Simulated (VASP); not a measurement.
# ZrH2 (Fm-3m) in VASP: a series of runs, part 2 of 2

VASP 6.6.1. Earlier steps stand in the parts before.

**4. Single point, PBEsol+D3(BJ)**

This run uses another cell than the first one, of 9.42 Å³/atom, 1.063 times its volume.

INCAR

```
SYSTEM = ZrH2
  ALGO = Normal
  EDIFF = 1E-6
  ENCUT = 520
  GGA = PS
  ISIF = 2
  ISMEAR = 1
  IVDW = 12
  LASPH = .TRUE.
  LCHARG = .TRUE.
  LELF = .TRUE.
  LREAL = .FALSE.
  LVHAR = .TRUE.
  LWAVE = .FALSE.
  NBANDS = 14
  NELM = 100
  PREC = Accurate
  SIGMA = 0.05
```

KPOINTS

```
k-points
0
G
  10 10 10
  0 0 0
```

POSCAR

```
ZrH2
1.0
    0.0000000000      2.4172341452      2.4172341452
    2.4172341452      0.0000000000      2.4172341452
    2.4172341452      2.4172341452      0.0000000000
Zr H
1 2
Direct
    0.0000000000      0.0000000000      0.0000000000
    0.7500000000      0.7500000000      0.7500000000
    0.2500000000      0.2500000000      0.2500000000
```

The run is started by

```sh
> cat potpaw_PBE.64/Zr_sv/POTCAR potpaw_PBE.64/H/POTCAR > POTCAR
> mpirun -np 1 vasp_std > vasp.out
```

Wall time 12 s (1 thread of Intel Xeon 6975P-C (Granite Rapids), shared host); peak memory 0.17 GiB.

It converged, with:

| Item | Value |
| --- | --- |
| Free energy | -18.2516 eV |
| Pressure | -9.9 GPa |
| Band gap on the k mesh | zero (band 7 reaches 8.61 eV, above the bottom of band 8 at 7.83 eV) |
| Dispersion energy per atom | -0.231 eV |

Levels at points of the mesh, in eV from the Fermi level:
| k point | band 4 | band 5 | band 6 | band 7 | band 8 | band 9 | band 10 | band 11 |
| --- | --- | --- | --- | --- | --- | --- | --- | --- |
| (0.00, 0.00, 0.00) | -26.99 | -9.55 | -1.25 | -0.33 | -0.33 | -0.33 | 2.22 | 2.22 |
| (0.50, 0.00, 0.00) | -27.06 | -7.34 | -4.44 | -0.21 | -0.21 | 3.55 | 3.55 | 4.64 |
| (0.50, 0.50, 0.00) | -27.19 | -6.45 | -4.54 | -3.32 | 3.72 | 3.78 | 3.78 | 6.56 |

Caveat: three body term missing; the PAW data sets were made with another functional, which shifts forces and pressure a little; pairwise dispersion overbinds metals, which lowers pressure and volume.

**5. Single point, PBEsol+D3(BJ)**

This run uses another cell than the first one, of 9.70 Å³/atom, 1.095 times its volume.

INCAR

```
SYSTEM = ZrH2
PREC = Accurate
ENCUT = 520
EDIFF = 1E-6
ISMEAR = 1
SIGMA = 0.05
LREAL = .False.
LASPH = .True.
NELM = 80
ALGO = Normal
ISIF = 2
LWAVE = .False.
LCHARG = .True.
GGA = PS
IVDW = 12
LELF = .True.
LVHAR = .True.
NBANDS = 14
```

KPOINTS

```
Automatic mesh
0
Gamma
  10 10 10
  0 0 0
```

POSCAR

```
ZrH2
1.0
    0.0000000000      2.4409340305      2.4409340305
    2.4409340305      0.0000000000      2.4409340305
    2.4409340305      2.4409340305      0.0000000000
Zr H
1 2
Direct
    0.0000000000      0.0000000000      0.0000000000
    0.7500000000      0.7500000000      0.7500000000
    0.2500000000      0.2500000000      0.2500000000
```

The run is started by

```sh
> cat potpaw_PBE.64/Zr_sv/POTCAR potpaw_PBE.64/H/POTCAR > POTCAR
> mpirun -np 1 vasp_std > vasp.out
```

Run time: 11 s. Hardware: 1 thread of Intel Xeon 6975P-C (Granite Rapids), shared host; peak memory 0.17 GiB.

It converged, with:

* Free energy: -18.1928 eV
* Pressure: -12.9 GPa
* Band gap on the k mesh: zero (band 7 reaches 8.32 eV, above the bottom of band 8 at 7.55 eV)
* Dispersion energy per atom: -0.224 eV

Levels at points of the mesh, in eV from the Fermi level:
```
           k point  band 3  band 4  band 5  band 6  band 7  band 8  band 9  band 10  band 11  band 12
(0.00, 0.00, 0.00)  -27.07  -27.07   -9.42   -1.24   -0.32   -0.32   -0.32     2.13     2.13    10.62
(0.50, 0.00, 0.00)  -27.15  -27.15   -7.21   -4.46   -0.20   -0.20    3.41     3.41     4.60     6.03
(0.50, 0.50, 0.00)  -27.26  -27.26   -6.31   -4.56   -3.22    3.57    3.62     3.62     6.39     6.39
```

Caveat: three body term missing; the PAW data sets were made with another functional, which shifts forces and pressure a little; pairwise dispersion overbinds metals, which lowers pressure and volume.

**6. Single point, PBEsol+D3(BJ)**

This run uses another cell than the first one, of 9.98 Å³/atom, 1.126 times its volume.

INCAR

```
PREC = Accurate ; ENCUT = 520
EDIFF = 1E-6 ; ISMEAR = 1
SIGMA = 0.05 ; LREAL = False
LASPH = True ; NELM = 80
ALGO = Normal ; ISIF = 2
LWAVE = False ; LCHARG = False
GGA = PS ; IVDW = 12
NBANDS = 14
```

KPOINTS

```
Automatic mesh
0
Gamma
  10 10 10
```

POSCAR

```
ZrH2
1.0
    0.0000000000      2.4641824204      2.4641824204
    2.4641824204      0.0000000000      2.4641824204
    2.4641824204      2.4641824204      0.0000000000
Zr H
1 2
Direct
    0.0000000000      0.0000000000      0.0000000000
    0.7500000000      0.7500000000      0.7500000000
    0.2500000000      0.2500000000      0.2500000000
```

Potentials or basis: VASP PAW PBE potentials, release 64 (Zr_sv, H).

The run is started by

```sh
> cat potpaw_PBE.64/Zr_sv/POTCAR potpaw_PBE.64/H/POTCAR > POTCAR
> mpirun -np 1 vasp_std > vasp.out
```

OUTCAR:

```text
PREC = Accurate
   ENCUT = 520
   EDIFF = 1E-6
   ISMEAR = 1
   LREAL = False
   LASPH = True
   NELM = 80
   ISIF = 2
   GGA = PS
   IVDW = 12
 IVDW          = 12

 ion  position               nearest neighbor table
   1  0.000  0.000  0.000-   2 2.13   2 2.13   2 2.13   2 2.13   3 2.13   3 2.13   3 2.13   3 2.13

   2  0.750  0.750  0.750-   1 2.13   1 2.13   1 2.13   1 2.13
   3  0.250  0.250  0.250-   1 2.13   1 2.13   1 2.13   1 2.13

  LATTYP: Found a face centered cubic cell.
 ALAT       =     4.9283648408

  Lattice vectors:

 A1 = (   0.0000000000,   2.4641824204,   2.4641824204)
 A2 = (   2.4641824204,   0.0000000000,   2.4641824204)
 A3 = (   2.4641824204,   2.4641824204,   0.0000000000)

Analysis of symmetry for initial positions (statically):
=====================================================================
 Subroutine PRICEL returns:
 Original cell was already a primitive cell.

 Routine SETGRP: Setting up the symmetry group for a
 face centered cubic supercell.

 Subroutine GETGRP returns: Found 48 space group operations
 (whereof 48 operations were pure point group operations)
 out of a pool of 48 trial point group operations.

The static configuration has the point symmetry O_h .

Analysis of symmetry for dynamics (positions and initial velocities):
=====================================================================
 Subroutine PRICEL returns:
 Original cell was already a primitive cell.

 Routine SETGRP: Setting up the symmetry group for a
 face centered cubic supercell.

 Subroutine GETGRP returns: Found 48 space group operations
 (whereof 48 operations were pure point group operations)
 out of a pool of 48 trial point group operations.

The dynamic configuration has the point symmetry O_h .

 Subroutine INISYM returns: Found 48 space group operations
 (whereof 48 operations are pure point group operations),
 and found     1 'primitive' translations

----------------------------------------------------------------------------------------

                                     Primitive cell

  volume of cell :      29.9260

[... 126 lines left out ...]
 NGX is ok and might be reduce to    28
   NGX = 13   NGY = 13   NGZ = 13

 number of electron      14.0000001 magnetization

 Free energy of the ion-electron system (eV)
  ---------------------------------------------------
  ext. energy  EPLUGINS =         0.00000000
  ---------------------------------------------------
  free energy    TOTEN  =       -17.46517280 eV

  energy without entropy =      -17.46537707  energy(sigma->0) =      -17.46524089

 E-fermi :   7.5966     XC(G=0): -10.9686

 val. band max:        7.5902357995   @ k =  -0.1000   0.1000   0.0000
 cond. band min:       7.6172270009   @ k =   0.5000   0.1000   0.0000
 fundamental gap:      0.0269912015
 Fermi energy:         7.5965686687

 k-point     1 :       0.0000    0.0000    0.0000
  band No.  band energies     occupation
      1     -41.7392      2.00000
      2     -19.5623      2.00000
      3     -19.5623      2.00000
      4     -19.5623      2.00000
      5      -1.7023      2.00000
      6       6.3729      2.00000
      7       7.2828      2.00000
      8       7.2828      2.00000
      9       7.2828      2.00000
     10       9.6466      0.00000
     11       9.6466      0.00000
     12      18.0425      0.00000
     13      19.4795      0.00000
     14      19.4795      0.00000
[... 377 lines left out ...]
      1     -41.6800      2.00000
      2     -19.9675      2.00000
      3     -19.7114      2.00000
      4     -19.6937      2.00000
      5       1.4327      2.00000
      6       1.9755      2.00000
      7       5.9382      2.00000
      8       9.2851      0.00000
      9       9.7600      0.00000
     10      10.8406      0.00000
     11      14.6343      0.00000
     12      15.5112      0.00000
     13      16.3080      0.00000
     14      16.3192      0.00000

 [... further k-points ...]

------------------------ aborting loop because EDIFF is reached ----------------------------------------

 Edisp (eV)   -0.65396

 E8    (eV) :    -0.4409

  FORCE on cell =-STRESS in cart. coord.  units (eV):
  Direction    XX          YY          ZZ          XY          YZ          ZX
  --------------------------------------------------------------------------------------
  -------------------------------------------------------------------------------------
  Total      -2.90305    -2.90305    -2.90305    -0.00000    -0.00000     0.00000
  in kB    -155.42335  -155.42335  -155.42335    -0.00000    -0.00000     0.00000
  external pressure =     -155.42 kB  Pullay stress =        0.00 kB

 VOLUME and BASIS-vectors are now :
 -----------------------------------------------------------------------------
  energy-cutoff  :      520.00
  volume of cell :       29.93
      direct lattice vectors                 reciprocal lattice vectors
     0.000000000  2.464182420  2.464182420    -0.202907056  0.202907056  0.202907056
     2.464182420  0.000000000  2.464182420     0.202907056 -0.202907056  0.202907056
     2.464182420  2.464182420  0.000000000     0.202907056  0.202907056 -0.202907056

 POSITION                                       TOTAL-FORCE (eV/Angst)
 -----------------------------------------------------------------------------------
      0.00000      0.00000      0.00000         0.000000      0.000000      0.000000
      3.69627      3.69627      3.69627         0.000000      0.000000      0.000000
      1.23209      1.23209      1.23209        -0.000000     -0.000000     -0.000000
 -----------------------------------------------------------------------------------
    total drift:                               -0.000000     -0.000000      0.000000

  FREE ENERGIE OF THE ION-ELECTRON SYSTEM (eV)
  ---------------------------------------------------
  free  energy   TOTEN  =       -18.1191349533 eV

  energy  without entropy=      -18.1193392254  energy(sigma->0) =      -18.11920304
```

OSZICAR:

```text
N       E                     dE             d eps       ncg     rms          rms(c)
DAV:   1     0.857674715734E+02    0.85767E+02   -0.74103E+03  1316   0.972E+02
DAV:   2    -0.154918048398E+02   -0.10126E+03   -0.97521E+02  1652   0.262E+02
DAV:   3    -0.188602605396E+02   -0.33685E+01   -0.33385E+01  2068   0.400E+01
DAV:   4    -0.188933392218E+02   -0.33079E-01   -0.33073E-01  1470   0.411E+00
DAV:   5    -0.188938333379E+02   -0.49412E-03   -0.49410E-03  1930   0.352E-01    0.151E+01
DAV:   6    -0.176653754411E+02    0.12285E+01   -0.99358E-01  1418   0.931E+00    0.548E+00
DAV:   7    -0.174635676831E+02    0.20181E+00   -0.46816E-01  1632   0.544E+00    0.749E-01
DAV:   8    -0.174652438606E+02   -0.16762E-02   -0.43913E-02  1652   0.179E+00    0.483E-01
DAV:   9    -0.174653114951E+02   -0.67634E-04   -0.17938E-03  1618   0.414E-01    0.643E-02
DAV:  10    -0.174651727150E+02    0.13878E-03   -0.14758E-04  1484   0.111E-01    0.361E-02
DAV:  11    -0.174651728001E+02   -0.85131E-07   -0.17129E-05  1658   0.391E-02    0.347E-03
DAV:  12    -0.174651728014E+02   -0.12519E-08   -0.89778E-07  1084   0.689E-03
   1 F= -.18119135E+02 E0= -.18119203E+02  d E =0.204272E-03
```

Run time: 10 s. Hardware: 1 thread of Intel Xeon 6975P-C (Granite Rapids), shared host; peak memory 0.17 GiB.

Results:

| Quantity | Value |
| --- | --- |
| Free energy | -18.1191 eV |
| Pressure | -15.5 GPa |
| Band gap on the k mesh | zero (band 7 reaches 8.04 eV, above the bottom of band 8 at 7.28 eV) |
| Dispersion energy per atom | -0.218 eV |

Levels at points of the mesh, in eV from the Fermi level:
| k point | band 5 | band 6 | band 7 | band 8 | band 9 | band 10 |
| --- | --- | --- | --- | --- | --- | --- |
| (0.00, 0.00, 0.00) | -9.30 | -1.22 | -0.31 | -0.31 | -0.31 | 2.05 |
| (0.50, 0.00, 0.00) | -7.08 | -4.46 | -0.19 | -0.19 | 3.27 | 3.27 |
| (0.50, 0.50, 0.00) | -6.17 | -4.58 | -3.12 | 3.43 | 3.48 | 3.48 |

Caveat: three body term missing; the PAW data sets were made with another functional, which shifts forces and pressure a little; pairwise dispersion overbinds metals, which lowers pressure and volume.

**7. The runs side by side**

```csv
cell,gap on the mesh (eV),pressure (GPa)
"a = 3.349 Å, angles 60.0°, 3 atoms",none,-2.1
"a = 3.384 Å, angles 60.0°, 3 atoms",none,-6.3
"a = 3.418 Å, angles 60.0°, 3 atoms",none,-9.9
"a = 3.452 Å, angles 60.0°, 3 atoms",none,-12.9
"a = 3.485 Å, angles 60.0°, 3 atoms",none,-15.5
```

Alike in all rows: task single point; level PBEsol+D3(BJ); potentials or basis VASP PAW PBE potentials, release 64 (Zr_sv, H); no spin polarisation; k mesh 10 × 10 × 10; cutoff (eV) 520; smearing methfessel-paxton 0.05 eV.

Caveats: three body term missing; the PAW data sets were made with another functional, which shifts forces and pressure a little; pairwise dispersion overbinds metals, which lowers pressure and volume.

Absolute energies hang on the potentials; compare differences alone.
